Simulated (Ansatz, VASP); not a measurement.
# Si in VASP and in Ansatz

INCAR

```
ALGO = Normal ; EDIFF = 1E-6
ENCUT = 500 ; GGA = PE
GGA_COMPAT = False ; ISIF = 2
ISMEAR = 0 ; IVDW = 12
LASPH = True ; LCHARG = False
LREAL = False ; LWAVE = False
NBANDS = 11 ; NELM = 120
PREC = Accurate ; SIGMA = 0.1
```

Contents of KPOINTS:

```
k-points
0
Gamma
  6 6 6
```

File POSCAR:

```
Si
1.0
    0.0000000000      2.7135600000      2.7135600000
    2.7135600000      0.0000000000      2.7135600000
    2.7135600000      2.7135600000      0.0000000000
Si
2
Direct
    0.7500000000      0.7500000000      0.7500000000
    0.5000000000      0.5000000000      0.5000000000
```

Input for Ansatz:

```yaml
crystal:
  lattice:
    - [0.0, 2.71356, 2.71356]
    - [2.71356, 0.0, 2.71356]
    - [2.71356, 2.71356, 0.0]
  atoms:
    - { symbol: Si, position: [0.75, 0.75, 0.75] }
    - { symbol: Si, position: [0.5, 0.5, 0.5] }
basis:
  ecutwfc: 420
kpoints:
  mp_grid: { grid: [6, 6, 6] }
hamiltonian:
  xc: pbe
  dispersion: d3bj
scf:
  occupations: { method: gaussian, width: 0.1 }
output:
  forces: true
  stress: true
  eigenvalues: true
```

Alike in both runs: task single point; functional PBE; dispersion D3(BJ); k mesh 6 × 6 × 6; occupations gaussian, width 0.1 eV; no spin polarisation.

|  | VASP | Ansatz |
| --- | --- | --- |
| version | VASP 6.6.1 | Ansatz 0.2.0 |
| potentials or method | VASP PAW PBE potentials, release 64 (Si), cutoff 500 eV | scalar-relativistic, plane waves, PAW |
| valence electrons in the cell | 8 | 8 |

Ansatz gave:

```
gap on the k mesh at the Fermi level (eV) : 0.70
least direct gap on the mesh (eV)         : 2.56
pressure (GPa)                            : -0.2
```

**Question.** Which values does VASP return?

**Answer.** gap on the k mesh at the Fermi level (eV): 0.70; least direct gap on the mesh (eV): 2.56; pressure (GPa): -0.3.
